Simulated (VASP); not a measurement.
# Mg2ZnO3 in VASP: a series of runs

Mg2ZnO3 is run at these levels: PBEsol; tasks: single point, molecular dynamics.

Everything below comes from runs of VASP 6.6.1. Logs are shortened: lines on timing, memory, paths and dates and some standing lists are left out, and cuts for length are marked.

### Step 1. The cell of the first run

The typed cell holds 18 atoms: a = 5.253 Å, b = 5.253 Å, c = 7.403 Å, α = 90.00°, β = 90.00°, γ = 120.00°.

### Step 2. Single point, PBEsol (9.83 Å³/atom, dynamics (nve) at 200 K, volume x 1.0, from the last frame before)

The input, INCAR:

```
SYSTEM = Mg2ZnO3
ALGO = Normal ; EDIFF = 1E-6
ENCUT = 520 ; GGA = PS
GGA_COMPAT = .FALSE. ; ISIF = 2
ISMEAR = -1 ; ISYM = -1
LASPH = .TRUE. ; LCHARG = .FALSE.
LREAL = Auto ; LWAVE = .FALSE.
NBANDS = 66 ; NELM = 120
PREC = Accurate ; SIGMA = 0.02
```

The input, KPOINTS:

```
explicit points
4
Reciprocal
  0.25000000   0.25000000   0.25000000 2
  0.25000000   0.25000000   0.75000000 2
  0.25000000   0.75000000   0.25000000 2
  0.25000000   0.75000000   0.75000000 2
```

The input, POSCAR:

```
Mg2ZnO3
1.0
    4.5494978865     -2.6266538294      0.0000000000
    0.0000000000      5.2533076588      0.0000000000
    0.0000000000      0.0000000000      7.4033160000
Mg Zn O
6 3 9
Direct
   -0.0010869331      0.3333153351      0.6745762304
    0.6653257295      0.6655234382      0.6527623568
    0.3405116430      1.0013143247      0.6695118782
    0.3511407280      0.3424191490      0.3408819778
   -0.0152994906      0.6498156507      0.3380867438
    0.6623234201      1.0026247633      0.3372450940
   -0.0076320510     -0.0087346409     -0.0018697027
    0.6682207742      0.3339464904      0.0017361139
    0.3418950923      0.6813128577     -0.0042309419
   -0.0115918287      0.3176283186      0.1693601894
    0.6645271798      0.6723997700      0.1637395999
    0.3318366197      1.0009120481      0.1817284309
    0.3461384178      0.3448950486      0.8276026581
   -0.0092561863      0.6633194606      0.8273826215
    0.6726814863      0.9943212431      0.8280165266
   -0.0082773970     -0.0108194418      0.5074413952
    0.6630799871      0.3297601625      0.4970461885
    0.3362830445      0.6684959981      0.4956707238
```

Potentials or basis: VASP PAW PBE potentials, release 64 (Mg, Zn, O).

Launch:

```console
> cat potpaw_PBE.64/Mg/POTCAR potpaw_PBE.64/Zn/POTCAR potpaw_PBE.64/O/POTCAR > POTCAR
> mpirun -np 1 vasp_std > vasp.out
```

OUTCAR:

```text
SYSTEM = Mg2ZnO3
   EDIFF = 1E-6
   ENCUT = 520
   GGA = PS
   ISIF = 2
   ISMEAR = -1
   ISYM = -1
   LASPH = .TRUE.
   LREAL = Auto
   NELM = 120
   PREC = Accurate

 ion  position               nearest neighbor table
   1  0.999  0.333  0.675-  15 2.08  14 2.09  13 2.12  16 2.18  17 2.19  18 2.21   8 2.98   7 2.98
                             9 2.99   3 3.00   5 3.02   2 3.03   2 3.04   3 3.04   2 3.04   6 3.05
   2  0.665  0.666  0.653-  16 2.02  18 2.09  17 2.10  13 2.12  15 2.15  14 2.15   4 2.85   5 2.90
                             6 2.94   3 3.01   3 3.02   1 3.03   1 3.04   1 3.04   3 3.07   7 3.08
   3  0.341  0.001  0.670-  15 2.12  17 2.13  13 2.14  14 2.15  18 2.16  16 2.16   9 2.94   6 2.98
                             1 3.00   4 3.01   2 3.01   8 3.01   2 3.02   7 3.03   1 3.04   1 3.06
   4  0.351  0.342  0.341-  17 2.03  18 2.09  12 2.11  11 2.14  10 2.24  16 2.24   2 2.85   5 2.88
                             6 2.96   6 3.01   3 3.01   8 3.03   5 3.07   1 3.07   9 3.13   6 3.13
   5  0.985  0.650  0.338-  17 2.06  18 2.14  10 2.15  16 2.16  12 2.17  11 2.17   4 2.88   2 2.90
                             6 2.94   8 2.99   1 3.02   4 3.07   6 3.07   3 3.08   7 3.08   6 3.08
   6  0.662  0.003  0.337-  12 2.08  17 2.08  10 2.09  18 2.09  11 2.16  16 2.17   2 2.94   5 2.94
                             4 2.96   3 2.98   4 3.01   8 3.02   9 3.04   1 3.05   7 3.07   5 3.07
   7  0.992  0.991  0.998-  11 2.10  15 2.11  14 2.13  10 2.14  12 2.22  13 2.25   9 2.96   1 2.98
                             8 2.99   9 3.00   3 3.03   8 3.03   6 3.07   2 3.08   5 3.08   4 3.15
   8  0.668  0.334  0.002-  10 2.13  14 2.14  13 2.15  11 2.15  12 2.21  15 2.21   9 2.97   1 2.98
                             7 2.99   5 2.99   3 3.01   6 3.02   4 3.03   7 3.03   2 3.12
   9  0.342  0.681  0.996-  15 2.10  11 2.12  13 2.17  14 2.19  12 2.19  10 2.28   3 2.94   7 2.96
                             8 2.97   1 2.99   7 3.00   6 3.04   2 3.08   5 3.11   4 3.13
  10  0.988  0.318  0.169-   6 2.09   8 2.13   7 2.14   5 2.15   4 2.24   9 2.28
  11  0.665  0.672  0.164-   7 2.10   9 2.12   4 2.14   8 2.15   6 2.16   5 2.17
  12  0.332  0.001  0.182-   6 2.08   4 2.11   5 2.17   9 2.19   8 2.21   7 2.22
  13  0.346  0.345  0.828-   2 2.12   1 2.12   3 2.14   8 2.15   9 2.17   7 2.25
  14  0.991  0.663  0.827-   1 2.09   7 2.13   8 2.14   2 2.15   3 2.15   9 2.19
  15  0.673  0.994  0.828-   1 2.08   9 2.10   7 2.11   3 2.12   2 2.15   8 2.21
  16  0.992  0.989  0.507-   2 2.02   3 2.16   5 2.16   6 2.17   1 2.18   4 2.24
  17  0.663  0.330  0.497-   4 2.03   5 2.06   6 2.08   2 2.10   3 2.13   1 2.19
  18  0.336  0.668  0.496-   2 2.09   6 2.09   4 2.09   5 2.14   3 2.16   1 2.21

IMPORTANT INFORMATION: All symmetrisations will be switched off!
NOSYMM: (Re-)initialisation of all symmetry stuff for point group C_1.

----------------------------------------------------------------------------------------

                                     Primitive cell

  volume of cell :     176.9386

  direct lattice vectors                    reciprocal lattice vectors
     4.549497887 -2.626653829  0.000000000     0.219804476  0.000000000  0.000000000
     0.000000000  5.253307659  0.000000000     0.109902238  0.190356260  0.000000000
     0.000000000  0.000000000  7.403316000     0.000000000  0.000000000  0.135074607

  length of vectors
     5.253307659  5.253307659  7.403316000     0.219804476  0.219804476  0.135074607

  position of ions in fractional coordinates (direct lattice)
     0.998913067  0.333315335  0.674576230
     0.665325729  0.665523438  0.652762357
     0.340511643  0.001314325  0.669511878
     0.351140728  0.342419149  0.340881978
     0.984700509  0.649815651  0.338086744
     0.662323420  0.002624763  0.337245094
[... 10 lines left out ...]
     0.663079987  0.329760163  0.497046189
     0.336283045  0.668495998  0.495670724

  ion indices of the primitive-cell ions
   primitive index   ion index
                 1           1
                 2           2
                 3           3
                 4           4
                 5           5
                 6           6
[... 10 lines left out ...]
                17          17
                18          18

----------------------------------------------------------------------------------------

 KPOINTS: explicit points

Read explicit list of k-points.

 Found      4 k-points:

 Following reciprocal coordinates:
            Coordinates               Weight
  0.250000  0.250000  0.250000      0.250000
  0.250000  0.250000  0.750000      0.250000
  0.250000  0.750000  0.250000      0.250000
  0.250000  0.750000  0.750000      0.250000
   k-points           NKPTS =      4   k-points in BZ     NKDIM =      4   number of bands    NBANDS=     66
   number of dos      NEDOS =    301   number of ions     NIONS =     18
   total plane-waves  NPLWV =  89600
   dimension x,y,z NGX =    40 NGY =   40 NGZ =   56
   dimension x,y,z NGXF=    80 NGYF=   80 NGZF=  112
   ions per type =               6   3   9
   NGX,Y,Z   is equivalent  to a cutoff of  12.66, 12.66, 12.58 a.u.
   NGXF,Y,Z  is equivalent  to a cutoff of  25.32, 25.32, 25.15 a.u.
 SYSTEM =  Mg2ZnO3
   PREC   = accura    normal or accurate (medium, high low for compatibility)
   ISTART =      0    job   : 0-new  1-cont  2-samecut
   ICHARG =      2    charge: 1-file 2-atom 10-const
   ISPIN  =      1    spin polarized calculation?
   LNONCOLLINEAR =      F non collinear calculations
   LSORBIT =      F    spin-orbit coupling
   LASPH  =      T    aspherical Exc in radial PAW
   ENCUT  =  520.0 eV  38.22 Ry    6.18 a.u.   9.77  9.77 13.77*2*pi/ulx,y,z
   NELM   =    120;   NELMIN=  2; NELMDL= -5     # of ELM steps
   EDIFF  = 0.1E-05   stopping-criterion for ELM
   LREAL  =      T    real-space projection
   EDIFFG = 0.1E-04   stopping-criterion for IOM
   NSW    =      0    number of steps for IOM
   IBRION =     -1    ionic relax: 0-MD 1-quasi-New 2-CG
   NFREE  =      0    steps in history (QN), initial steepest desc. (CG)
   ISIF   =      2    stress and relaxation
   ISYM   =     -1    0-nonsym 1-usesym 2-fastsym
   POTIM  = 0.5000    time-step for ionic-motion
   TEBEG  =    0.0;   TEEND  =   0.0 temperature during run
   PSTRESS=    0.0 pullay stress
   NELECT =     102.0000    total number of electrons
   NUPDOWN=      -1.0000    fix difference up-down
   EMIN   =  10.00;   EMAX   =-10.00  energy-range for DOS
   EFERMI =   0.00;   METHOD = LEGACY
   ISMEAR =    -1;   SIGMA  =   0.02  broadening in eV -4-tet -1-fermi 0-gaus
   EFERMI_NEDOS =   21; number of points for ismear=-14 and -15
   IALGO  =     38    algorithm
   IMIX   =      4    mixing-type and parameters
     AMIX     =   0.40;   BMIX     =  1.00
     AMIX_MAG =   1.60;   BMIX_MAG =  1.00
  volume/ion in A,a.u.               =       9.83        66.34
  Fermi-wavevector in a.u.,A,eV,Ry     =   1.362492  2.574737 25.257651  1.856385
  Thomas-Fermi vector in A             =   2.488977
   LORBIT       =      0    0 simple, 1 ext, 2 COOP (PROOUT), +10 PAW based schemes
   GGA     = PS    functional components
   LHFCALC =     F    Hartree Fock is set to
   AEXX    =    0.0000 exact exchange contribution
   IVDW    =     0    specifies the selected vdW correction
   LEPSILON=     F    determine dielectric tensor
   LRPA    =     F    only Hartree local field effects (RPA)
 non-spin polarized calculation
  energy-cutoff  :      520.00
  volume of cell :      176.94
 maximum number of plane-waves:      4764
 NGX is ok and might be reduce to    40
   NGX = 19   NGY = 19   NGZ = 27

 number of electron     102.0000019 magnetization

 Free energy of the ion-electron system (eV)
  ---------------------------------------------------
  ext. energy  EPLUGINS =         0.00000000
  ---------------------------------------------------
  free energy    TOTEN  =      -103.11266809 eV

  energy without entropy =     -103.11266809  energy(sigma->0) =     -103.11266809

 E-fermi :   3.1027     XC(G=0): -11.5522

 val. band max:        2.6142282025   @ k =   0.2500   0.2500   0.2500
 cond. band min:       6.8771738436   @ k =   0.2500   0.7500   0.7500
 fundamental gap:      4.2629456411
 Fermi energy:         3.1027422434

 k-point     1 :       0.2500    0.2500    0.2500
  band No.  band energies     occupation
      1     -14.3471      2.00000
      2     -14.0300      2.00000
      3     -13.8867      2.00000
      4     -13.7674      2.00000
      5     -13.6415      2.00000
      6     -13.5283      2.00000
[... 55 lines left out ...]
     62      12.6929      0.00000
     63      12.9634      0.00000

 k-point     2 :       0.2500    0.2500    0.7500
  band No.  band energies     occupation
      1     -14.3481      2.00000
      2     -14.0376      2.00000
      3     -13.8659      2.00000
      4     -13.7419      2.00000
      5     -13.6754      2.00000
      6     -13.5694      2.00000
[... 55 lines left out ...]
     62      12.5670      0.00000
     63      12.8807      0.00000

 k-point     3 :       0.2500    0.7500    0.2500
  band No.  band energies     occupation
      1     -14.6271      2.00000
      2     -14.1856      2.00000
      3     -13.7487      2.00000
      4     -13.6915      2.00000
      5     -13.5899      2.00000
      6     -13.4170      2.00000
[... 55 lines left out ...]
     62      12.8656      0.00000
     63      13.2678      0.00000

 k-point     4 :       0.2500    0.7500    0.7500
  band No.  band energies     occupation
      1     -14.6283      2.00000
      2     -14.1763      2.00000
      3     -13.8002      2.00000
      4     -13.6589      2.00000
      5     -13.5651      2.00000
      6     -13.4299      2.00000
[... 55 lines left out ...]
     62      12.8894      0.00000
     63      13.3390      0.00000
 [bands above 63 left out]

------------------------ aborting loop because EDIFF is reached ----------------------------------------

  FORCE on cell =-STRESS in cart. coord.  units (eV):
  Direction    XX          YY          ZZ          XY          YZ          ZX
  --------------------------------------------------------------------------------------
  -------------------------------------------------------------------------------------
  Total       -5.2889805     -5.8731846     -5.4445252      0.3166488     -0.3152706     -0.5220813
  in kB      -47.8916671    -53.1816303    -49.3001230      2.8672521     -2.8547724     -4.7274408
  external PRESSURE =     -50.1244735 kB  Pullay stress =       0.0000000 kB

 VOLUME and BASIS-vectors are now :
 -----------------------------------------------------------------------------
  energy-cutoff  :      520.00
  volume of cell :      176.94
      direct lattice vectors                 reciprocal lattice vectors
     4.549497887 -2.626653829  0.000000000     0.219804476  0.000000000  0.000000000
     0.000000000  5.253307659  0.000000000     0.109902238  0.190356260  0.000000000
     0.000000000  0.000000000  7.403316000     0.000000000  0.000000000  0.135074607

 POSITION                                       TOTAL-FORCE (eV/Angst)
 -----------------------------------------------------------------------------------
      4.54455     -0.87279      4.99410         0.217412     -0.245591     -0.187173
      3.02690      1.74862      4.83261         0.048058      0.022482      1.075949
      1.54916     -0.88750      4.95661        -0.447117      0.120410     -0.022376
      1.59751      0.87651      2.52366        -1.202194     -0.040109     -0.876255
      4.47989      0.82721      2.50296         0.913570      0.398409     -0.611907
      3.01324     -1.72591      2.49673         0.197713     -0.343634     -0.481540
[... 10 lines left out ...]
      3.01668     -0.00935      3.67979         0.203530     -0.002677      0.403851
      1.52992      2.62852      3.66961        -0.257150     -0.177353      0.381091
 -----------------------------------------------------------------------------------
    total drift:                                0.004383      0.007003      0.003320

  FREE ENERGIE OF THE ION-ELECTRON SYSTEM (eV)
  ---------------------------------------------------
  free  energy   TOTEN  =      -103.1126680889 eV

  energy  without entropy=     -103.1126680889  energy(sigma->0) =     -103.11266809
```

It took 68 s on 1 thread of Intel Xeon 6975P-C (Granite Rapids), shared host; peak memory 0.29 GiB.

Results:

```
Free energy            : -103.1127 eV
Pressure               : -5.0 GPa
Largest force          : 1.488 eV/Å
Band gap on the k mesh : 4.26 eV
```

Forces in eV/Å, atoms in the order of the input:
```
Mg   0.217 -0.246 -0.187
Mg   0.048  0.022  1.076
Mg  -0.447  0.120 -0.022
Mg  -1.202 -0.040 -0.876
Mg   0.914  0.398 -0.612
Mg   0.198 -0.344 -0.482
Zn   0.382  0.166  0.336
Zn  -0.127  0.084  0.096
Zn  -0.275 -0.323  0.405
O    0.306  0.456  0.158
O   -0.076 -0.403  0.671
O   -0.161 -0.083 -0.545
O   -0.353 -0.285 -0.107
O    0.579 -0.182 -0.038
O   -0.332  0.519 -0.259
O    0.382  0.320 -0.399
O    0.204 -0.003  0.404
O   -0.257 -0.177  0.381
```

Stress tensor (GPa, compression positive):
```
-4.79  0.29 -0.47
 0.29 -5.32 -0.29
-0.47 -0.29 -4.93
```

Caveat: the cell differs from its parent crystal (dynamics (nve) at 200 K, volume x 1.0, from the last frame before); the cell stands under tension; the atoms stand as in a frame of molecular dynamics; the PAW data sets were made with another functional, which shifts forces and pressure a little; a shifted mesh leaves out Γ, where band edges can lie. A k mesh can miss the band edges.

### Step 3. Single point, PBEsol (9.83 Å³/atom, dynamics (nve) at 200 K, volume x 1.0, from the last frame before)

The input, INCAR:

```
  PREC = Accurate
  ENCUT = 520
  EDIFF = 1E-6
  ISMEAR = -1
  SIGMA = 0.02
  LREAL = Auto
  LASPH = True
  NELM = 120
  ALGO = Normal
  ISIF = 2
  LWAVE = False
  LCHARG = False
  GGA = PS
  NBANDS = 66
  GGA_COMPAT = False
  ISYM = -1
```

KPOINTS is that of step 2.

The input, POSCAR:

```
Mg2ZnO3
1.0
    4.5494978865     -2.6266538294      0.0000000000
    0.0000000000      5.2533076588      0.0000000000
    0.0000000000      0.0000000000      7.4033160000
Mg Zn O
6 3 9
Direct
    0.0044998372      0.3304831218      0.6777527800
    0.6661016393      0.6656247166      0.6598774117
    0.3337166074      0.9993699866      0.6712415085
    0.3311848994      0.3311610888      0.3321048298
   -0.0024890659      0.6579887016      0.3316755627
    0.6642016494      0.9991358106      0.3323888917
   -0.0107284367     -0.0132114648     -0.0012478192
    0.6682711094      0.3348836548      0.0039393158
    0.3470101623      0.6902873022     -0.0054428313
   -0.0088721879      0.3269480764      0.1679836441
    0.6596611483      0.6613674102      0.1707721243
    0.3238150751      0.9946329906      0.1721362427
    0.3420366464      0.3363737633      0.8287425527
    0.0075250062      0.6671727251      0.8301073465
    0.6646032321      1.0006862278      0.8256778449
    0.0004411476     -0.0008494187      0.5030462025
    0.6681020798      0.3309756442      0.5036258077
    0.3283127143      0.6584854863      0.5014937901
```

Potentials or basis: VASP PAW PBE potentials, release 64 (Mg, Zn, O).

Launch:

```console
> cat potpaw_PBE.64/Mg/POTCAR potpaw_PBE.64/Zn/POTCAR potpaw_PBE.64/O/POTCAR > POTCAR
> mpirun -np 1 vasp_std > vasp.out
```

Run time: 67 s. Hardware: 1 thread of Intel Xeon 6975P-C (Granite Rapids), shared host; peak memory 0.29 GiB.

Results (log left out):

| Item | Value |
| --- | --- |
| Free energy | -103.3441 eV |
| Pressure | -5.4 GPa |
| Largest force | 0.754 eV/Å |
| Band gap on the k mesh | 4.37 eV |

Forces in eV/Å, atoms in the order of the input:
```
Mg  -0.046  0.133 -0.715
Mg   0.043 -0.162  0.091
Mg   0.001  0.110 -0.570
Mg  -0.216 -0.028  0.241
Mg   0.059  0.112  0.407
Mg   0.034 -0.039  0.394
Zn   0.346  0.286  0.106
Zn  -0.100  0.124 -0.200
Zn  -0.367 -0.603  0.262
O    0.057 -0.075  0.060
O    0.083  0.095  0.054
O    0.166 -0.033 -0.003
O   -0.124 -0.011  0.241
O   -0.207  0.197  0.077
O    0.248 -0.198  0.211
O   -0.080 -0.083 -0.165
O   -0.082  0.025 -0.320
O    0.186  0.150 -0.172
```

Stress tensor (GPa, compression positive):
```
-5.16  0.22 -0.53
 0.22 -5.33 -0.10
-0.53 -0.10 -5.60
```

Levels at points of the mesh, in eV from the valence-band top:
```csv
k point,band 48,band 49,band 50,band 51,band 52,band 53,band 54,band 55
"(0.25, 0.25, 0.25)",-0.09,-0.07,-0.05,0.00,5.26,6.26,6.31,7.47
```

Caveat: the cell differs from its parent crystal (dynamics (nve) at 200 K, volume x 1.0, from the last frame before); the cell stands under tension; the atoms stand as in a frame of molecular dynamics; the PAW data sets were made with another functional, which shifts forces and pressure a little; a shifted mesh leaves out Γ, where band edges can lie. A k mesh can miss the band edges.

(Part 1 of 2 ends here.)
